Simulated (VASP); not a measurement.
# CdTe (I-4m2) in VASP: a series of runs

The runs below take CdTe through single point, with r2SCAN.

All numbers are computed with VASP 6.6.1; they aren't measurements. Logs are shortened: lines on timing, memory, paths and dates and some standing lists are left out, and cuts for length are marked.

### Step 1. The cell of the first run

Symmetry: I-4m2, No. 119, tetragonal system. Conventional cell: a = 4.533 Å, b = 4.533 Å, c = 6.731 Å, α = 90.00°, β = 90.00°, γ = 90.00°. Cd (site symmetry -4m2) has 4 Te at 2.82 Å within 3.7 Å. Te (site symmetry -4m2) has 4 Cd at 2.82 Å within 3.7 Å.

### Step 2. Single point, r2SCAN (strain +0.000 along x and y, +0.050 along z)

File POSCAR:

```
CdTe
1.0
    0.0000000000      3.2050000000      3.3652500000
    3.2050000000      0.0000000000      3.3652500000
    3.2050000000      3.2050000000      0.0000000000
Cd Te
1 1
Direct
    0.0000000000      0.0000000000      0.0000000000
    0.7500000000      0.7500000000      0.7500000000
```

File INCAR.step1:

```
SYSTEM = CdTe
PREC = Accurate
ENCUT = 520
ISMEAR = 0
SIGMA = 0.05
LREAL = .False.
LASPH = .True.
NELM = 60
NBANDS = 16
GGA = PE
ALGO = Normal
EDIFF = 1E-4
LWAVE = .True.
LCHARG = .False.
```

File INCAR.step2:

```
SYSTEM = CdTe
PREC = Accurate
ENCUT = 520
EDIFF = 1E-6
ISMEAR = 0
SIGMA = 0.05
LREAL = .False.
LASPH = .True.
NELM = 60
ALGO = Normal
ISIF = 2
LWAVE = .False.
LCHARG = .False.
METAGGA = R2SCAN
LMIXTAU = .True.
NBANDS = 16
ISTART = 1
```

File KPOINTS:

```
regular mesh
0
Gamma
  8 8 8
  0 0 0
```

Potentials or basis: VASP PAW PBE potentials, release 64 (Cd, Te).

Command:

```bash
$ cat potpaw_PBE.64/Cd/POTCAR potpaw_PBE.64/Te/POTCAR > POTCAR
$ cp INCAR.step1 INCAR
$ mpirun -np 1 vasp_std > vasp.out
$ cp INCAR.step2 INCAR
$ mpirun -np 1 vasp_std > vasp.out
```

OUTCAR:

```text
SYSTEM = CdTe
   PREC = Accurate
   ENCUT = 520
   EDIFF = 1E-6
   ISMEAR = 0
   LREAL = .False.
   LASPH = .True.
   NELM = 60
   ISIF = 2
   METAGGA = R2SCAN
   ISTART = 1

 ion  position               nearest neighbor table
   1  0.000  0.000  0.000-   2 2.82   2 2.82   2 2.82   2 2.82
   2  0.750  0.750  0.750-   1 2.82   1 2.82   1 2.82   1 2.82

  LATTYP: Found a body centered tetragonal cell.
 ALAT       =     4.5325544674
 C/A-ratio  =     1.4849242405

  Lattice vectors:

 A1 = (  -3.2050000000,   0.0000000000,   3.3652500000)
 A2 = (   3.2050000000,   0.0000000000,   3.3652500000)
 A3 = (   0.0000000000,   3.2050000000,  -3.3652500000)

Analysis of symmetry for initial positions (statically):
=====================================================================
 Subroutine PRICEL returns:
 Original cell was already a primitive cell.

 Routine SETGRP: Setting up the symmetry group for a
 body centered tetragonal supercell.

 Subroutine GETGRP returns: Found  8 space group operations
 (whereof  8 operations were pure point group operations)
 out of a pool of 16 trial point group operations.

The static configuration has the point symmetry D_2d.

Analysis of symmetry for dynamics (positions and initial velocities):
=====================================================================
 Subroutine PRICEL returns:
 Original cell was already a primitive cell.

 Routine SETGRP: Setting up the symmetry group for a
 body centered tetragonal supercell.

 Subroutine GETGRP returns: Found  8 space group operations
 (whereof  8 operations were pure point group operations)
 out of a pool of 16 trial point group operations.

The dynamic configuration has the point symmetry D_2d.

 Subroutine INISYM returns: Found  8 space group operations
 (whereof  8 operations are pure point group operations),
 and found     1 'primitive' translations

----------------------------------------------------------------------------------------

                                     Primitive cell

  volume of cell :      69.1359

  direct lattice vectors                    reciprocal lattice vectors
     0.000000000  3.205000000  3.365250000    -0.156006240  0.156006240  0.148577372
     3.205000000  0.000000000  3.365250000     0.156006240 -0.156006240  0.148577372
     3.205000000  3.205000000  0.000000000     0.156006240  0.156006240 -0.148577372

  length of vectors
     4.647250000  4.647250000  4.532554467     0.265990845  0.265990845  0.265990845

  position of ions in fractional coordinates (direct lattice)
     0.000000000  0.000000000  0.000000000
     0.750000000  0.750000000  0.750000000

  ion indices of the primitive-cell ions
   primitive index   ion index
                 1           1
                 2           2

----------------------------------------------------------------------------------------

 KPOINTS: regular mesh

Automatic generation of k-mesh.
 Grid dimensions read from file:
 generate k-points for:    8    8    8

 Generating k-lattice:

  Cartesian coordinates                     Fractional coordinates (reciprocal lattice)
    -0.019500780  0.019500780  0.018572171     0.125000000  0.000000000  0.000000000
     0.019500780 -0.019500780  0.018572171     0.000000000  0.125000000  0.000000000
     0.019500780  0.019500780 -0.018572171    -0.000000000 -0.000000000  0.125000000

  Length of vectors
     0.033248856  0.033248856  0.033248856

  Shift w.r.t. Gamma in fractional coordinates (k-lattice)
     0.000000000  0.000000000  0.000000000

 Subroutine IBZKPT returns following result:
 ===========================================

 Found     59 irreducible k-points:

 Following reciprocal coordinates:
            Coordinates               Weight
  0.000000  0.000000  0.000000      1.000000
  0.125000  0.000000  0.000000      8.000000
  0.250000  0.000000  0.000000      8.000000
  0.375000  0.000000  0.000000      8.000000
  0.500000  0.000000  0.000000      4.000000
  0.125000  0.125000  0.000000      2.000000
[... 16 lines left out ...]
  0.250000  0.000000  0.125000     16.000000
  0.375000 -0.000000  0.125000     16.000000
 [... further k-points ...]
   k-points           NKPTS =     59   k-points in BZ     NKDIM =     59   number of bands    NBANDS=     16
   number of dos      NEDOS =    301   number of ions     NIONS =      2
   total plane-waves  NPLWV =  46656
   dimension x,y,z NGX =    36 NGY =   36 NGZ =   36
   dimension x,y,z NGXF=    72 NGYF=   72 NGZF=   72
   ions per type =               1   1
   NGX,Y,Z   is equivalent  to a cutoff of  12.88, 12.88, 13.20 a.u.
   NGXF,Y,Z  is equivalent  to a cutoff of  25.76, 25.76, 26.41 a.u.
 SYSTEM =  CdTe
   PREC   = accura    normal or accurate (medium, high low for compatibility)
   ISTART =      1    job   : 0-new  1-cont  2-samecut
   ICHARG =      0    charge: 1-file 2-atom 10-const
   ISPIN  =      1    spin polarized calculation?
   LNONCOLLINEAR =      F non collinear calculations
   LSORBIT =      F    spin-orbit coupling
   LASPH  =      T    aspherical Exc in radial PAW
   ENCUT  =  520.0 eV  38.22 Ry    6.18 a.u.   8.64  8.64  8.43*2*pi/ulx,y,z
   NELM   =     60;   NELMIN=  2; NELMDL=  0     # of ELM steps
   EDIFF  = 0.1E-05   stopping-criterion for ELM
   LREAL  =      F    real-space projection
   EDIFFG = 0.1E-04   stopping-criterion for IOM
   NSW    =      0    number of steps for IOM
   IBRION =     -1    ionic relax: 0-MD 1-quasi-New 2-CG
   NFREE  =      0    steps in history (QN), initial steepest desc. (CG)
   ISIF   =      2    stress and relaxation
   ISYM   =      2    0-nonsym 1-usesym 2-fastsym
   POTIM  = 0.5000    time-step for ionic-motion
   TEBEG  =    0.0;   TEEND  =   0.0 temperature during run
   PSTRESS=    0.0 pullay stress
   NELECT =      18.0000    total number of electrons
   NUPDOWN=      -1.0000    fix difference up-down
   EMIN   =  10.00;   EMAX   =-10.00  energy-range for DOS
   EFERMI =   0.00;   METHOD = LEGACY
   ISMEAR =     0;   SIGMA  =   0.05  broadening in eV -4-tet -1-fermi 0-gaus
   EFERMI_NEDOS =   21; number of points for ismear=-14 and -15
   IALGO  =     38    algorithm
   IMIX   =      4    mixing-type and parameters
     AMIX     =   0.40;   BMIX     =  1.00
     AMIX_MAG =   1.60;   BMIX_MAG =  1.00
  volume/ion in A,a.u.               =      34.57       233.28
  Fermi-wavevector in a.u.,A,eV,Ry     =   1.045357  1.975438 14.868049  1.092771
  Thomas-Fermi vector in A             =   2.180149
   LORBIT       =      0    0 simple, 1 ext, 2 COOP (PROOUT), +10 PAW based schemes
   METAGGA = R2SCAN    functional components
   LHFCALC =     F    Hartree Fock is set to
   AEXX    =    0.0000 exact exchange contribution
   IVDW    =     0    specifies the selected vdW correction
   LEPSILON=     F    determine dielectric tensor
   LRPA    =     F    only Hartree local field effects (RPA)
 non-spin polarized calculation
 Gauss-broadening in eV      SIGMA  =   0.05
  energy-cutoff  :      520.00
  volume of cell :       69.14
 maximum number of plane-waves:      1881
   NGX = 17   NGY = 17   NGZ = 17

 number of electron      18.0000001 magnetization

 Free energy of the ion-electron system (eV)
  ---------------------------------------------------
  ext. energy  EPLUGINS =         0.00000000
  ---------------------------------------------------
  free energy    TOTEN  =       -46.63484907 eV

  energy without entropy =      -46.63484907  energy(sigma->0) =      -46.63484907

 E-fermi :   2.2224     XC(G=0):  -9.0326

 val. band max:        2.0141481061   @ k =   0.0000   0.0000   0.0000
 cond. band min:       3.1684761788   @ k =   0.0000   0.0000   0.0000
 fundamental gap:      1.1543280727
 Fermi energy:         2.2223932859

 k-point     1 :       0.0000    0.0000    0.0000
  band No.  band energies     occupation
      1      -9.4745      2.00000
      2      -6.5581      2.00000
      3      -6.5448      2.00000
      4      -6.5448      2.00000
      5      -6.2806      2.00000
      6      -6.2763      2.00000
[... 8 lines left out ...]
     15      11.3607      0.00000
     16      12.0880      0.00000

 k-point     2 :       0.1250    0.0000    0.0000
  band No.  band energies     occupation
      1      -9.4159      2.00000
      2      -6.5436      2.00000
      3      -6.5336      2.00000
      4      -6.5001      2.00000
      5      -6.2802      2.00000
      6      -6.2779      2.00000
[... 8 lines left out ...]
     15      10.8515      0.00000
     16      11.2929      0.00000

 k-point     3 :       0.2500    0.0000    0.0000
  band No.  band energies     occupation
      1      -9.2744      2.00000
      2      -6.5184      2.00000
      3      -6.5080      2.00000
      4      -6.3441      2.00000
      5      -6.2797      2.00000
      6      -6.2735      2.00000
[... 8 lines left out ...]
     15      10.9442      0.00000
     16      10.9673      0.00000

 k-point     4 :       0.3750    0.0000    0.0000
  band No.  band energies     occupation
      1      -9.1349      2.00000
      2      -6.4980      2.00000
      3      -6.4856      2.00000
      4      -6.2776      2.00000
      5      -6.2716      2.00000
      6      -6.0780      2.00000
[... 8 lines left out ...]
     15      11.6435      0.00000
     16      11.8166      0.00000

 k-point     5 :       0.5000    0.0000    0.0000
  band No.  band energies     occupation
      1      -9.0784      2.00000
      2      -6.4910      2.00000
      3      -6.4776      2.00000
      4      -6.2752      2.00000
      5      -6.2656      2.00000
      6      -5.9183      2.00000
[... 8 lines left out ...]
     15      12.6660      0.00000
     16      12.9336      0.00000

 k-point     6 :       0.1250    0.1250    0.0000
  band No.  band energies     occupation
      1      -9.4004      2.00000
      2      -6.5230      2.00000
      3      -6.5230      2.00000
      4      -6.5078      2.00000
      5      -6.2883      2.00000
      6      -6.2727      2.00000
[... 8 lines left out ...]
     15      10.8803      0.00000
     16      12.2368      0.00000

 k-point     7 :       0.2500    0.1250    0.0000
  band No.  band energies     occupation
      1      -9.2893      2.00000
      2      -6.5091      2.00000
      3      -6.4967      2.00000
      4      -6.3869      2.00000
      5      -6.2899      2.00000
      6      -6.2706      2.00000
[... 8 lines left out ...]
     15      11.8054      0.00000
     16      11.8768      0.00000

 k-point     8 :       0.3750    0.1250    0.0000
  band No.  band energies     occupation
      1      -9.1496      2.00000
      2      -6.4918      2.00000
      3      -6.4724      2.00000
      4      -6.2918      2.00000
      5      -6.2700      2.00000
      6      -6.1415      2.00000
[... 8 lines left out ...]
     15      11.6023      0.00000
     16      12.2212      0.00000

 k-point     9 :       0.5000    0.1250    0.0000
  band No.  band energies     occupation
      1      -9.0642      2.00000
      2      -6.4815      2.00000
      3      -6.4632      2.00000
      4      -6.2778      2.00000
      5      -6.2731      2.00000
      6      -5.9118      2.00000
[... 8 lines left out ...]
     15      12.2846      0.00000
     16      12.7513      0.00000
[... 172 lines left out ...]
 k-point    19 :       0.5000    0.3750    0.0000
  band No.  band energies     occupation
      1      -8.9911      2.00000
      2      -6.4113      2.00000
      3      -6.3960      2.00000
      4      -6.3441      2.00000
      5      -6.2570      2.00000
      6      -5.8503      2.00000
[... 8 lines left out ...]
     15      13.3241      0.00000
     16      13.9753      0.00000

 k-point    20 :      -0.3750    0.3750    0.0000
  band No.  band energies     occupation
      1      -8.9798      2.00000
      2      -6.4331      2.00000
      3      -6.4070      2.00000
      4      -6.3153      2.00000
      5      -6.2685      2.00000
      6      -5.7602      2.00000
[... 8 lines left out ...]
     15      12.2024      0.00000
     16      14.6315      0.00000

 k-point    21 :       0.5000    0.5000    0.0000
  band No.  band energies     occupation
      1      -8.9750      2.00000
      2      -6.3833      2.00000
      3      -6.3833      2.00000
      4      -6.3674      2.00000
      5      -6.2516      2.00000
      6      -5.8293      2.00000
[... 8 lines left out ...]
     15      13.4109      0.00000
     16      14.1193      0.00000

 k-point    22 :       0.1250    0.0000    0.1250
  band No.  band energies     occupation
      1      -9.3946      2.00000
      2      -6.5368      2.00000
      3      -6.5222      2.00000
      4      -6.4957      2.00000
      5      -6.2822      2.00000
      6      -6.2742      2.00000
[... 8 lines left out ...]
     15      11.0640      0.00000
     16      11.6518      0.00000

 k-point    23 :       0.2500    0.0000    0.1250
  band No.  band energies     occupation
      1      -9.2799      2.00000
      2      -6.5135      2.00000
      3      -6.4984      2.00000
      4      -6.3901      2.00000
      5      -6.2783      2.00000
      6      -6.2639      2.00000
[... 8 lines left out ...]
     15      11.4563      0.00000
     16      11.9620      0.00000

 k-point    24 :       0.3750   -0.0000    0.1250
  band No.  band energies     occupation
      1      -9.1409      2.00000
      2      -6.4915      2.00000
      3      -6.4753      2.00000
      4      -6.3064      2.00000
      5      -6.2673      2.00000
      6      -6.1136      2.00000
[... 8 lines left out ...]
     15      11.6549      0.00000
     16      12.3519      0.00000

 [... further k-points ...]
[... 5 lines left out ...]
  --------------------------------------------------------------------------------------
  -------------------------------------------------------------------------------------
  Total        0.5181056      0.5181056      0.1355080      0.0000000      0.0000000      0.0000000
  in kB       12.0067497     12.0067497      3.1403062      0.0000000      0.0000000      0.0000000
  external PRESSURE =       9.0512685 kB  Pullay stress =       0.0000000 kB

 VOLUME and BASIS-vectors are now :
 -----------------------------------------------------------------------------
  energy-cutoff  :      520.00
  volume of cell :       69.14
      direct lattice vectors                 reciprocal lattice vectors
     0.000000000  3.205000000  3.365250000    -0.156006240  0.156006240  0.148577372
     3.205000000  0.000000000  3.365250000     0.156006240 -0.156006240  0.148577372
     3.205000000  3.205000000  0.000000000     0.156006240  0.156006240 -0.148577372

 POSITION                                       TOTAL-FORCE (eV/Angst)
 -----------------------------------------------------------------------------------
      0.00000      0.00000      0.00000         0.000000     -0.000000     -0.000000
      4.80750      4.80750      5.04788        -0.000000      0.000000      0.000000
 -----------------------------------------------------------------------------------
    total drift:                                0.000002      0.000002      0.000002

  FREE ENERGIE OF THE ION-ELECTRON SYSTEM (eV)
  ---------------------------------------------------
  free  energy   TOTEN  =       -46.6348490674 eV

  energy  without entropy=      -46.6348490674  energy(sigma->0) =      -46.63484907
```

Wall time 4.1 min (1 thread of Intel Xeon Platinum 8175M at 2.50GHz (Skylake/Cascade Lake), shared host); peak memory 0.26 GiB.

Results:

| Property | Result |
| --- | --- |
| Free energy | -46.6348 eV |
| Pressure | 0.9 GPa |
| Band gap on the k mesh | 1.15 eV, direct |

Levels at points of the mesh, in eV from the valence-band top:
| k point | band 6 | band 7 | band 8 | band 9 | band 10 | band 11 | band 12 | band 13 |
| --- | --- | --- | --- | --- | --- | --- | --- | --- |
| (0.00, 0.00, 0.00) | -8.29 | -0.18 | 0.00 | 0.00 | 1.15 | 4.99 | 4.99 | 5.01 |
| (0.50, 0.00, 0.00) | -7.93 | -4.46 | -0.95 | -0.70 | 2.14 | 5.42 | 5.69 | 7.37 |
| (0.50, 0.50, 0.00) | -7.84 | -4.49 | -1.77 | -1.77 | 3.00 | 3.19 | 9.06 | 9.69 |
| (0.50, 0.00, 0.50) | -7.76 | -4.25 | -2.01 | -1.94 | 2.79 | 2.81 | 9.40 | 9.42 |

Caveat: the cell differs from its parent crystal (strain +0.000 along x and y, +0.050 along z); the PAW data sets were made with another functional, which shifts forces and pressure a little; spin-orbit coupling is left out, which moves the levels of the heavy elements.

### Step 3. Single point, r2SCAN (strain +0.025 along x and y, +0.000 along z)

File POSCAR:

```
CdTe
1.0
    0.0000000000      3.2851250000      3.2050000000
    3.2851250000      0.0000000000      3.2050000000
    3.2851250000      3.2851250000      0.0000000000
Cd Te
1 1
Direct
    0.0000000000      0.0000000000      0.0000000000
    0.7500000000      0.7500000000      0.7500000000
```

File INCAR.step1:

```
PREC = Accurate
ENCUT = 520
ISMEAR = 0
SIGMA = 0.05
LREAL = F
LASPH = T
NELM = 80
NBANDS = 16
GGA = PE
ALGO = Normal
EDIFF = 1E-4
LWAVE = T
LCHARG = F
```

File INCAR.step2:

```
PREC = Accurate
ENCUT = 520
EDIFF = 1E-6
ISMEAR = 0
SIGMA = 0.05
LREAL = F
LASPH = T
NELM = 80
ALGO = Normal
ISIF = 2
LWAVE = F
LCHARG = T
METAGGA = R2SCAN
LMIXTAU = T
LELF = T
LVHAR = T
NBANDS = 16
ISTART = 1
```

File KPOINTS:

```
regular mesh
0
Gamma
  8 8 8
```

Potentials or basis: VASP PAW PBE potentials, release 64 (Cd, Te).

Command:

```bash
$ cat potpaw_PBE.64/Cd/POTCAR potpaw_PBE.64/Te/POTCAR > POTCAR
$ cp INCAR.step1 INCAR
$ mpirun -np 1 vasp_std > vasp.out
$ cp INCAR.step2 INCAR
$ mpirun -np 1 vasp_std > vasp.out
```

It took 4.6 min on 1 thread of Intel Xeon Platinum 8175M at 2.50GHz (Skylake/Cascade Lake), shared host; peak memory 0.26 GiB.

It converged, with:

| Property | Result |
| --- | --- |
| Free energy | -46.6397 eV |
| Pressure | 0.9 GPa |
| Band gap on the k mesh | 1.17 eV, direct |

Stress tensor (GPa, compression positive):
```
0.78 0.00 0.00
0.00 0.78 0.00
0.00 0.00 1.16
```

Levels at points of the mesh, in eV from the valence-band top:
```
           k point  band 7  band 8  band 9  band 10  band 11  band 12
(0.00, 0.00, 0.00)   -0.08   -0.08    0.00     1.17     4.99     5.00
(0.50, 0.00, 0.00)   -4.45   -0.88   -0.76     2.16     5.47     5.62
(0.50, 0.50, 0.00)   -4.24   -1.98   -1.98     2.80     2.81     9.44
(0.50, 0.00, 0.50)   -4.36   -1.89   -1.85     2.90     3.00     9.25
```

Caveat: the cell differs from its parent crystal (strain +0.025 along x and y, +0.000 along z); the PAW data sets were made with another functional, which shifts forces and pressure a little; spin-orbit coupling is left out, which moves the levels of the heavy elements.

[end of part 1 of 2]
